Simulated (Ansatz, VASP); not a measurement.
**One calculation of K, two programs**

```
K
1.0
     4.55075    0.00000    0.00000
    -2.27537    3.94106    0.00000
     0.00000    0.00000   14.57364
K
4
Direct
  0.00000 0.00000 0.00000
  0.00000 0.00000 0.50000
  0.33333 0.66667 0.25000
  0.66667 0.33333 0.75000
```

Change from the starting cell: volume scaled by 0.88, LAPW.

Alike in both runs: task single point; functional PBE; k mesh 6 × 6 × 4; occupations fermi-dirac, width 0.1 eV; no spin polarisation.

|  | VASP | Ansatz |
| --- | --- | --- |
| version | VASP 6.6.1 | Ansatz 0.2.0 |
| potentials or method | VASP PAW PBE potentials, release 64 (K_sv), cutoff 520 eV | all-electron LAPW, scalar-relativistic |

```tsv
	VASP	Ansatz	Ansatz less VASP
pressure (GPa)	0.6	0.6	+0.01
```

Ansatz ran all-electron here, and VASP with PAW potentials.
